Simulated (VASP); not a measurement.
**AlN: single point with PBE**

The system is AlN.

```
CELL_PARAMETERS angstrom
-1.56512 -2.71087 5.01798
1.56512 -2.71087 0.00000
7.35606 1.89761 6.52337
ATOMIC_POSITIONS crystal
Al 0.63853 0.99914 0.09812
Al 0.66353 0.49914 0.84812
Al 0.31353 0.49914 0.34812
Al 0.98853 0.99914 0.59812
Al 0.86770 0.24914 0.30645
Al 0.19270 0.74914 0.05645
Al 0.54270 0.74914 0.55645
Al 0.21770 0.24914 0.80645
N 0.89607 0.80836 0.19350
N 0.92107 0.30836 0.94350
N 0.57107 0.30836 0.44350
N 0.24607 0.80836 0.69350
N 0.12524 0.05836 0.40183
N 0.45024 0.55836 0.15183
N 0.80024 0.55836 0.65183
N 0.47524 0.05836 0.90183
```

This cell differs from its parent crystal: the part above a cut slid along it.

- Program: VASP 6.6.1
- Task: single point
- Functional: PBE
- Potentials or basis: VASP PAW PBE potentials, release 64 (Al, N)
- Cutoff: 520 eV
- k mesh: 4 × 8 × 3
- Occupations: gaussian, width 0.05 eV
- Spin: no spin polarisation

| Item | Value |
| --- | --- |
| Pressure | -2.2 GPa |
| Largest force | 1.989 eV/Å |
| Band gap on the k mesh | 1.00 eV (least direct gap 1.10 eV) |

Forces in eV/Å, atoms in the order of the input:
```
Al  -1.504 -0.866  0.972
Al  -1.169 -1.017  0.769
Al   0.237  0.224  0.121
Al   0.104  0.057  0.125
Al   0.112  0.047  0.162
Al   1.019 -0.546 -1.088
Al  -0.004  0.004 -0.032
Al   0.253 -0.329 -1.677
N    0.349  0.918  1.030
N   -0.604  0.361  0.524
N   -0.069 -0.029 -0.081
N   -0.312 -0.183  0.233
N   -0.070  0.001  0.063
N    0.618  1.014 -0.186
N    0.038  0.022 -0.228
N    1.002  0.322 -0.705
```

Stress tensor (GPa, compression positive):
```
-1.18  0.46  5.66
 0.46  1.01  7.34
 5.66  7.34 -6.37
```

Levels at points of the mesh, in eV from the valence-band top:
```tsv
k point	band 30	band 31	band 32	band 33	band 34	band 35
(0.00, 0.00, 0.00)	-1.64	-0.92	-0.10	1.00	3.10	3.52
(0.50, 0.00, 0.00)	-1.73	-1.14	0.00	2.22	3.77	4.24
(0.00, 0.50, 0.00)	-2.09	-1.84	-1.30	1.49	2.66	3.82
(0.50, 0.50, 0.00)	-2.06	-1.95	-1.29	1.20	2.85	3.84
```

It took 4.8 min on 1 thread of Intel(R) Xeon(R) 6975P-C (Granite Rapids), on a shared host, peak memory 0.43 GiB.

Caveat: the cell differs from its parent crystal (the part above a cut slid along it); the stress differs along the axes, from -6 to 1 GPa; forces of over 1 eV/Å act on the atoms, so gaps and moduli don't describe the material at rest. A k mesh can miss the band edges.
